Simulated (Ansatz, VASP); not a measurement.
## CdS in VASP and in Ansatz

Contents of INCAR:

```
PREC = Accurate ; ENCUT = 520
EDIFF = 1E-6 ; ISMEAR = 0
SIGMA = 0.01 ; LREAL = False
LASPH = True ; NELM = 60
ALGO = Normal ; ISIF = 2
LWAVE = False ; LCHARG = False
NBANDS = 16
```

Contents of KPOINTS:

```
Automatic mesh
0
Gamma
  8 8 8
```

POSCAR

```
CdS
1.0
    2.9086064719      2.9086064719      0.0000000000
   -2.9086064719      2.9086064719      0.0000000000
    0.0000000000      2.9086064719      2.9086064719
Cd S
1 1
Direct
    0.0000000000      0.0000000000      0.0000000000
    0.7500000000      0.2500000000      0.5000000000
```

Input for Ansatz:

```yaml
crystal:
  lattice:
    - [2.90860647189, 2.90860647189, 0.0]
    - [-2.90860647189, 2.90860647189, 0.0]
    - [0.0, 2.90860647189, 2.90860647189]
  atoms:
    - { symbol: Cd, position: [0.0, 0.0, 0.0] }
    - { symbol: S, position: [0.75, 0.25, 0.5] }
kpoints:
  mp_grid: { grid: [8, 8, 8] }
scf:
  occupations: { method: fixed }
  convergence: { dr2_threshold: 1.0e-10 }
hamiltonian:
  xc: lda
  pseudopotentials: { kind: all_electron, lapw: { basis_error: 0.0005 } }
output:
  forces: true
  stress: true
  eigenstates:
    kpoints:
      - [0.0, 0.0, 0.0]
      - [-0.5, -0.5, -0.5]
      - [-0.5, 0.5, 0.0]
      - [0.0, 0.0, -0.5]
      - [0.0, -0.5, -0.5]
      - [0.0, 0.5, 0.0]
      - [-0.5, 0.0, 0.0]
      - [-0.5, 0.0, -0.5]
  eigenvalues: true
```

Alike in both runs: task single point; functional LDA; k mesh 8 × 8 × 8; no spin polarisation.

|  | VASP | Ansatz |
| --- | --- | --- |
| version | VASP 6.6.1 | Ansatz 0.2.0 |
| potentials or method | VASP PAW LDA potentials, release 64 (Cd, S), cutoff 520 eV | all-electron LAPW, scalar-relativistic |
| occupations | gaussian, width 0.01 eV | fixed |

|  | VASP | Ansatz | Ansatz less VASP |
| --- | --- | --- | --- |
| gap on the k mesh at the Fermi level (eV) | 0.91 | 0.88 | -0.030 |
| pressure (GPa) | -1.5 | -2.0 | -0.46 |

LDA's correlation is that of Perdew and Zunger in VASP and of Perdew and Wang (1992) in Ansatz. Ansatz ran all-electron here, and VASP with PAW potentials.
